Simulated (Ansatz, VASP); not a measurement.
**WS2: VASP beside Ansatz**

```
W S
1.0
     3.15421    0.00000    0.00000
    -1.57710    2.73162    0.00000
     0.00000    0.00000   12.13990
W S
2 4
Direct
  0.33333 0.66667 0.25000
  0.66667 0.33333 0.75000
  0.33333 0.66667 0.62029
  0.66667 0.33333 0.12029
  0.33333 0.66667 0.87971
  0.66667 0.33333 0.37971
```

Alike in both runs: functional PBE; dispersion D3(BJ); k mesh 12 × 12 × 4; occupations gaussian, width 0.02 eV; no spin polarisation.

Ansatz relaxed the structure, and its values are those at the end. VASP's run is a single point on that final structure, the one shown.

|  | VASP | Ansatz |
| --- | --- | --- |
| version | VASP 6.6.1 | Ansatz 0.2.0 |
| potentials or method | VASP PAW PBE potentials, release 64 (W_sv, S), cutoff 520 eV | scalar-relativistic, plane waves, PAW |
| valence electrons in the cell | 52 | 52 |

Ansatz gave:

```
gap on the k mesh at the Fermi level (eV) : 0.89
least direct gap on the mesh (eV)         : 1.83
pressure (GPa)                            : 0.0
```

Problem. Estimate VASP's values.

Solution. gap on the k mesh at the Fermi level (eV): 0.91; least direct gap on the mesh (eV): 1.83; pressure (GPa): 0.0.

Spin-orbit coupling is off throughout.
